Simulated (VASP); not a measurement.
# Ir (P6_3/mmc) in VASP: notebook

The runs below take Ir through single point, with PBEsol.

All numbers are computed with VASP 6.6.1; they aren't measurements. Logs are shortened: lines on timing, memory, paths and dates and some standing lists are left out, and cuts for length are marked.

### Step 1. The cell of the first run

The structure is hexagonal, space group P6_3/mmc (No. 194). Conventional cell: a = 2.669 Å, b = 2.669 Å, c = 4.328 Å, α = 90.00°, β = 90.00°, γ = 120.00°. Within 3.5 Å of Ir (site symmetry -6m2) lie 12 Ir at 2.66 to 2.67 Å.

### Step 2. Single point, PBEsol (strain -0.030 along x and y, -0.030 along z)

Input file INCAR:

```
SYSTEM = Ir
PREC     = Accurate       ! precision mode
ENCUT    = 520            ! plane-wave cutoff, eV
EDIFF    = 1E-6           ! SCF threshold, eV
ISMEAR   = 0              ! smearing method
SIGMA    = 0.15           ! smearing width, eV
LREAL    = .FALSE.        ! projectors in reciprocal space
LASPH    = .TRUE.         ! aspherical terms in the spheres
NELM     = 100            ! most SCF steps
ALGO     = Normal         ! electronic algorithm
ISIF     = 2              ! what is computed and relaxed
LWAVE    = .FALSE.        ! write WAVECAR
LCHARG   = .TRUE.         ! write CHGCAR
GGA      = PS             ! functional
LELF     = .TRUE.         ! ELF
LVHAR    = .TRUE.       
NBANDS   = 16             ! bands
```

Input file KPOINTS:

```
Automatic mesh
0
G
  18 18 12
  0 0 0
```

Input file POSCAR:

```
Ir
1.0
    2.6688365577      0.0000000000      0.0000000000
   -1.3344182789      2.3112802576      0.0000000000
    0.0000000000      0.0000000000      4.3284213000
Ir
2
Direct
    0.6666666667      0.3333333333      0.7500000000
    0.3333333333      0.6666666667      0.2500000000
```

Potentials or basis: VASP PAW PBE potentials, release 64 (Ir).

Started as:

```sh
$ cat potpaw_PBE.64/Ir/POTCAR > POTCAR
$ mpirun -np 1 vasp_std > vasp.out
```

OUTCAR:

```text
SYSTEM = Ir
   PREC = Accurate
   ENCUT = 520
   EDIFF = 1E-6
   ISMEAR = 0
   LREAL = .FALSE.
   LASPH = .TRUE.
   NELM = 100
   ISIF = 2
   GGA = PS

 ion  position               nearest neighbor table
   1  0.667  0.333  0.750-   2 2.66   2 2.66   2 2.66   2 2.66   2 2.66   2 2.66
   2  0.333  0.667  0.250-   1 2.66   1 2.66   1 2.66   1 2.66   1 2.66   1 2.66

  LATTYP: Found a hexagonal cell.
 ALAT       =     2.6688365577
 C/A-ratio  =     1.6218382829

  Lattice vectors:

 A1 = (   2.6688365577,   0.0000000000,   0.0000000000)
 A2 = (  -1.3344182789,   2.3112802576,   0.0000000000)
 A3 = (   0.0000000000,   0.0000000000,   4.3284213000)

Analysis of symmetry for initial positions (statically):
=====================================================================
 Subroutine PRICEL returns:
 Original cell was already a primitive cell.

 Routine SETGRP: Setting up the symmetry group for a
 hexagonal supercell.

 Subroutine GETGRP returns: Found 24 space group operations
 (whereof 12 operations were pure point group operations)
 out of a pool of 24 trial point group operations.

The static configuration has the point symmetry D_3d.
 The point group associated with its full space group is D_6h.

Analysis of symmetry for dynamics (positions and initial velocities):
=====================================================================
 Subroutine PRICEL returns:
 Original cell was already a primitive cell.

 Routine SETGRP: Setting up the symmetry group for a
 hexagonal supercell.

 Subroutine GETGRP returns: Found 24 space group operations
 (whereof 12 operations were pure point group operations)
 out of a pool of 24 trial point group operations.

The dynamic configuration has the point symmetry D_3d.
 The point group associated with its full space group is D_6h.

 Subroutine INISYM returns: Found 24 space group operations
 (whereof 12 operations are pure point group operations),
 and found     1 'primitive' translations

----------------------------------------------------------------------------------------

                                     Primitive cell

  volume of cell :      26.6996

  direct lattice vectors                    reciprocal lattice vectors
     2.668836558  0.000000000  0.000000000     0.374695107  0.216330321  0.000000000
    -1.334418279  2.311280258  0.000000000     0.000000000  0.432660642  0.000000000
     0.000000000  0.000000000  4.328421300     0.000000000  0.000000000  0.231031115

  length of vectors
     2.668836558  2.668836558  4.328421300     0.432660642  0.432660642  0.231031115

  position of ions in fractional coordinates (direct lattice)
     0.666666667  0.333333333  0.750000000
     0.333333333  0.666666667  0.250000000

  ion indices of the primitive-cell ions
   primitive index   ion index
                 1           1
                 2           2

----------------------------------------------------------------------------------------

 KPOINTS: Automatic mesh

Automatic generation of k-mesh.
 Grid dimensions read from file:
 generate k-points for:   18   18   12

 Generating k-lattice:

  Cartesian coordinates                     Fractional coordinates (reciprocal lattice)
     0.020816395  0.012018351  0.000000000     0.055555556  0.000000000  0.000000000
     0.000000000  0.024036702  0.000000000     0.000000000  0.055555556  0.000000000
     0.000000000  0.000000000  0.019252593     0.000000000  0.000000000  0.083333333

  Length of vectors
     0.024036702  0.024036702  0.019252593

  Shift w.r.t. Gamma in fractional coordinates (k-lattice)
     0.000000000  0.000000000  0.000000000

 Subroutine IBZKPT returns following result:
 ===========================================

 Found    259 irreducible k-points:

 Following reciprocal coordinates:
            Coordinates               Weight
  0.000000  0.000000  0.000000      1.000000
  0.055556  0.000000  0.000000      6.000000
  0.111111  0.000000  0.000000      6.000000
  0.166667 -0.000000  0.000000      6.000000
  0.222222  0.000000  0.000000      6.000000
  0.277778 -0.000000  0.000000      6.000000
[... 16 lines left out ...]
  0.333333  0.111111  0.000000     12.000000
  0.388889  0.111111  0.000000     12.000000
 [... further k-points ...]
   k-points           NKPTS =    259   k-points in BZ     NKDIM =    259   number of bands    NBANDS=     16
   number of dos      NEDOS =    301   number of ions     NIONS =      2
   total plane-waves  NPLWV =  12800
   dimension x,y,z NGX =    20 NGY =   20 NGZ =   32
   dimension x,y,z NGXF=    40 NGYF=   40 NGZF=   64
   ions per type =               2
   NGX,Y,Z   is equivalent  to a cutoff of  12.46, 12.46, 12.29 a.u.
   NGXF,Y,Z  is equivalent  to a cutoff of  24.92, 24.92, 24.58 a.u.
 SYSTEM =  Ir
   PREC   = accura    normal or accurate (medium, high low for compatibility)
   ISTART =      0    job   : 0-new  1-cont  2-samecut
   ICHARG =      2    charge: 1-file 2-atom 10-const
   ISPIN  =      1    spin polarized calculation?
   LNONCOLLINEAR =      F non collinear calculations
   LSORBIT =      F    spin-orbit coupling
   LASPH  =      T    aspherical Exc in radial PAW
   ENCUT  =  520.0 eV  38.22 Ry    6.18 a.u.   4.96  4.96  8.05*2*pi/ulx,y,z
   NELM   =    100;   NELMIN=  2; NELMDL= -5     # of ELM steps
   EDIFF  = 0.1E-05   stopping-criterion for ELM
   LREAL  =      F    real-space projection
   EDIFFG = 0.1E-04   stopping-criterion for IOM
   NSW    =      0    number of steps for IOM
   IBRION =     -1    ionic relax: 0-MD 1-quasi-New 2-CG
   NFREE  =      0    steps in history (QN), initial steepest desc. (CG)
   ISIF   =      2    stress and relaxation
   ISYM   =      2    0-nonsym 1-usesym 2-fastsym
   POTIM  = 0.5000    time-step for ionic-motion
   TEBEG  =    0.0;   TEEND  =   0.0 temperature during run
   PSTRESS=    0.0 pullay stress
   NELECT =      18.0000    total number of electrons
   NUPDOWN=      -1.0000    fix difference up-down
   EMIN   =  10.00;   EMAX   =-10.00  energy-range for DOS
   EFERMI =   0.00;   METHOD = LEGACY
   ISMEAR =     0;   SIGMA  =   0.15  broadening in eV -4-tet -1-fermi 0-gaus
   EFERMI_NEDOS =   21; number of points for ismear=-14 and -15
   IALGO  =     38    algorithm
   IMIX   =      4    mixing-type and parameters
     AMIX     =   0.40;   BMIX     =  1.00
     AMIX_MAG =   1.60;   BMIX_MAG =  1.00
  volume/ion in A,a.u.               =      13.35        90.09
  Fermi-wavevector in a.u.,A,eV,Ry     =   1.435482  2.712667 28.036266  2.060607
  Thomas-Fermi vector in A             =   2.554775
   LORBIT       =      0    0 simple, 1 ext, 2 COOP (PROOUT), +10 PAW based schemes
   GGA     = PS    functional components
   LHFCALC =     F    Hartree Fock is set to
   AEXX    =    0.0000 exact exchange contribution
   IVDW    =     0    specifies the selected vdW correction
   LEPSILON=     F    determine dielectric tensor
   LRPA    =     F    only Hartree local field effects (RPA)
 non-spin polarized calculation
 Gauss-broadening in eV      SIGMA  =   0.15
  energy-cutoff  :      520.00
  volume of cell :       26.70
 maximum number of plane-waves:       756
 NGX is ok and might be reduce to    20
   NGX =  9   NGY =  9   NGZ = 17

 number of electron      17.9999998 magnetization

 Free energy of the ion-electron system (eV)
  ---------------------------------------------------
  ext. energy  EPLUGINS =         0.00000000
  ---------------------------------------------------
  free energy    TOTEN  =       -19.37620006 eV

  energy without entropy =      -19.35445244  energy(sigma->0) =      -19.36532625

 E-fermi :  11.4378     XC(G=0): -14.4434

 val. band max:       11.4365790453   @ k =   0.3889  -0.0000   0.0000
 cond. band min:      11.4387709186   @ k =   0.2778   0.1111   0.4167
 fundamental gap:      0.0021918733
 Fermi energy:        11.4377597391

 k-point     1 :       0.0000    0.0000    0.0000
  band No.  band energies     occupation
      1      -0.5461      2.00000
      2       2.5242      2.00000
      3       7.0740      2.00000
      4       7.1783      2.00000
      5       7.1783      2.00000
      6       7.9122      2.00000
[... 8 lines left out ...]
     15      27.7879      0.00000
     16      29.0130      0.00000

 k-point     2 :       0.0556    0.0000    0.0000
  band No.  band energies     occupation
      1      -0.4165      2.00000
      2       2.6411      2.00000
      3       6.8101      2.00000
      4       7.2897      2.00000
      5       7.4117      2.00000
      6       7.8365      2.00000
[... 8 lines left out ...]
     15      27.9633      0.00000
     16      29.2352      0.00000

 k-point     3 :       0.1111    0.0000    0.0000
  band No.  band energies     occupation
      1      -0.0389      2.00000
      2       2.9687      2.00000
      3       6.4480      2.00000
      4       7.5618      2.00000
      5       7.6196      2.00000
      6       7.7998      2.00000
[... 8 lines left out ...]
     15      28.4274      0.00000
     16      29.8002      0.00000

 k-point     4 :       0.1667   -0.0000    0.0000
  band No.  band energies     occupation
      1       0.5513      2.00000
      2       3.4185      2.00000
      3       6.0982      2.00000
      4       7.0453      2.00000
      5       7.3060      2.00000
      6       8.1535      2.00000
[... 8 lines left out ...]
     15      28.7293      0.00000
     16      29.7282      0.00000
[... 324 lines left out ...]
 k-point    22 :       0.2778    0.1111    0.0000
  band No.  band energies     occupation
      1       3.0543      2.00000
      2       3.9908      2.00000
      3       4.6403      2.00000
      4       5.9776      2.00000
      5       6.8751      2.00000
      6       7.4216      2.00000
[... 8 lines left out ...]
     15      24.0590      0.00000
     16      26.5689      0.00000

 k-point    23 :       0.3333    0.1111    0.0000
  band No.  band energies     occupation
      1       3.4507      2.00000
      2       3.7521      2.00000
      3       4.2094      2.00000
      4       6.4814      2.00000
      5       6.7773      2.00000
      6       7.6959      2.00000
[... 8 lines left out ...]
     15      22.7140      0.00000
     16      26.0348      0.00000

 k-point    24 :       0.3889    0.1111    0.0000
  band No.  band energies     occupation
      1       3.5289      2.00000
      2       3.6711      2.00000
      3       3.9453      2.00000
      4       6.7455      2.00000
      5       6.9786      2.00000
      6       7.4841      2.00000
[... 8 lines left out ...]
     15      22.5361      0.00000
     16      25.3596      0.00000

 [... further k-points ...]

------------------------ aborting loop because EDIFF is reached ----------------------------------------

  FORCE on cell =-STRESS in cart. coord.  units (eV):
  Direction    XX          YY          ZZ          XY          YZ          ZX
  --------------------------------------------------------------------------------------
  -------------------------------------------------------------------------------------
  Total        4.2912303      4.2912303      4.4130492     -0.0000000      0.0000000      0.0000000
  in kB      257.5065586    257.5065587    264.8166176     -0.0000000      0.0000000      0.0000000
  external PRESSURE =     259.9432450 kB  Pullay stress =       0.0000000 kB

 VOLUME and BASIS-vectors are now :
 -----------------------------------------------------------------------------
  energy-cutoff  :      520.00
  volume of cell :       26.70
      direct lattice vectors                 reciprocal lattice vectors
     2.668836558  0.000000000  0.000000000     0.374695107  0.216330321  0.000000000
    -1.334418279  2.311280258  0.000000000     0.000000000  0.432660642  0.000000000
     0.000000000  0.000000000  4.328421300     0.000000000  0.000000000  0.231031115

 POSITION                                       TOTAL-FORCE (eV/Angst)
 -----------------------------------------------------------------------------------
      1.33442      0.77043      3.24632        -0.000000      0.000000      0.000000
     -0.00000      1.54085      1.08211         0.000000      0.000000      0.000000
 -----------------------------------------------------------------------------------
    total drift:                               -0.000000      0.000000     -0.000000

  FREE ENERGIE OF THE ION-ELECTRON SYSTEM (eV)
  ---------------------------------------------------
  free  energy   TOTEN  =       -19.3762000562 eV

  energy  without entropy=      -19.3544524406  energy(sigma->0) =      -19.36532625
```

Run time: 31 s. Hardware: 1 thread of Intel Xeon 6975P-C (Granite Rapids), shared host; peak memory 0.21 GiB.

What came out:

```
Free energy            : -19.3762 eV
Pressure               : 26.0 GPa
Band gap on the k mesh : zero (band 9 reaches 12.53 eV, above the bottom of band 10 at 8.82 eV)
```

Stress tensor (GPa, compression positive):
```
25.75  0.00  0.00
 0.00 25.75  0.00
 0.00  0.00 26.48
```

Levels at points of the mesh, in eV from the Fermi level:
```
           k point  band 6  band 7  band 8  band 9  band 10  band 11  band 12  band 13
(0.00, 0.00, 0.00)   -3.53   -3.53   -2.63   -2.63    -1.06     0.29     0.29     7.60
(0.50, 0.00, 0.00)   -3.81   -3.30    0.80    1.09     1.26     3.18     4.71     8.58
(0.00, 0.00, 0.50)   -4.39   -4.39   -4.39   -0.52    -0.52    -0.52    -0.52    13.60
(0.50, 0.00, 0.50)   -2.38   -1.16   -1.16    1.07     1.07     2.11     2.11     8.20
```

Caveat: the cell differs from its parent crystal (strain -0.030 along x and y, -0.030 along z); the PAW data sets were made with another functional, which shifts forces and pressure a little; spin-orbit coupling is left out, which moves the levels of the heavy elements.

(Continued in part 2 of 2.)
